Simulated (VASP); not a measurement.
Write the native input for VASP 6.6.1 that does the following.

| Property | Result |
| --- | --- |
| Task | single point |
| Functional | PBE |
| Potentials or basis | VASP PAW PBE potentials, release 64 (Au) |
| Cutoff | 520 eV |
| k mesh | 14 × 14 × 8 |
| Occupations | fermi-dirac, width 0.03 eV |
| Spin | no spin polarisation |
| Dipole correction | no |
| Further INCAR settings | ALGO = Normal; EDIFF = 1e-06; NBANDS = 18 |

The structure of Au lies in POSCAR:

```
Au
1.0
    2.8707034943      0.0000000000      0.0000000000
   -1.4353517471      2.4861021528      0.0000000000
    0.0000000000      0.0000000000      4.8307037003
Au
2
Direct
    0.3333333333      0.6666666667      0.7500000000
    0.6666666667      0.3333333333      0.2500000000
```

This isn't the form of Au at room conditions, which is fcc.

One way to write it, as run:

INCAR

```
SYSTEM = Au
ALGO = Normal
EDIFF = 1E-6
ENCUT = 520
GGA = PE
ISIF = 2
ISMEAR = -1
LASPH = .TRUE.
LCHARG = .FALSE.
LREAL = .FALSE.
LWAVE = .FALSE.
NBANDS = 18
NELM = 60
PREC = Accurate
SIGMA = 0.03
```

KPOINTS

```
k-points
0
G
  14 14 8
  0 0 0
```

Potentials or basis: VASP PAW PBE potentials, release 64 (Au).

The run is started by

```sh
$ cat potpaw_PBE.64/Au/POTCAR > POTCAR
$ mpirun -np 1 vasp_std > vasp.out
```

Results of the run:

- Pressure: 6.6 GPa
- Band gap on the k mesh: zero (bands 11 and 12 overlap by 6.53 eV)

Caveat: the cell stands under pressure; spin-orbit coupling is left out, which moves the levels of the heavy elements.

Run time: 22 s on 1 thread of Intel(R) Xeon(R) Platinum 8488C (Sapphire Rapids), with other jobs on the host, peak memory 0.2 GiB.
